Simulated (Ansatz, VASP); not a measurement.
# Nb in VASP and in Ansatz

The input POSCAR:

```
Nb
1.0
    2.8137845205      0.0000000000      0.0000000000
    0.0000000000      2.8137845205      0.0000000000
    0.0000000000      0.0000000000      2.8137845205
Nb
1
Direct
    0.0000000000      0.0000000000      0.0000000000
```

The input INCAR.step1:

```
SYSTEM = Nb
PREC = Accurate
ENCUT = 520
ISMEAR = -1
SIGMA = 0.1
LREAL = .False.
LASPH = .True.
NELM = 100
NBANDS = 12
GGA = PE
ALGO = Normal
EDIFF = 1E-4
LWAVE = .True.
LCHARG = .False.
```

The input INCAR.step2:

```
SYSTEM = Nb
PREC = Accurate
ENCUT = 520
EDIFF = 1E-7
ISMEAR = -1
SIGMA = 0.1
LREAL = .False.
LASPH = .True.
NELM = 100
ALGO = Normal
ISIF = 2
LWAVE = .False.
LCHARG = .False.
METAGGA = R2SCAN
LMIXTAU = .True.
NBANDS = 12
ISTART = 1
```

The input KPOINTS:

```
Automatic mesh
0
Gamma
  13 13 13
  0 0 0
```

Input for Ansatz:

```yaml
crystal:
  lattice:
    - [2.8137845205, 0.0, 0.0]
    - [0.0, 2.8137845205, 0.0]
    - [0.0, 0.0, 2.8137845205]
  atoms:
    - { symbol: Nb, position: [0.0, 0.0, 0.0] }
hamiltonian:
  xc: r2scan
  pseudopotentials:
    kind: paw
    azcp:
      Nb: "pseudopotentials/Nb.paw.azcp"
basis:
  ecutwfc: 500
  fft_grid_basis: typed
kpoints:
  mp_grid: { grid: [13, 13, 13], shift: [0, 0, 0] }
magnetization:
  spin_polarized: false
scf:
  occupations: { method: fermi_dirac, width: 0.1 }
  lower_state_search: "off"
output:
  stress: true
  write_density: true
  write_potential: true
  elf: true
  volumetric_format: npy
```

Alike in both runs: task single point; functional r2SCAN; k mesh 13 × 13 × 13; occupations fermi-dirac, width 0.1 eV; no spin polarisation.

|  | VASP | Ansatz |
| --- | --- | --- |
| version | VASP 6.6.1 | Ansatz 0.2.0 |
| potentials or method | VASP PAW PBE potentials, release 64 (Nb_sv), cutoff 520 eV | plane waves (500 eV) with PAW, scalar-relativistic |
| valence electrons in the cell | 13 | 13 |

|  | VASP | Ansatz | Ansatz less VASP |
| --- | --- | --- | --- |
| pressure (GPa) | -12.5 | -12.5 | +0.05 |

VASP's potentials were made for PBE, not for r2SCAN. The functional is the same, so the differences come from potentials, cutoffs and numerics.
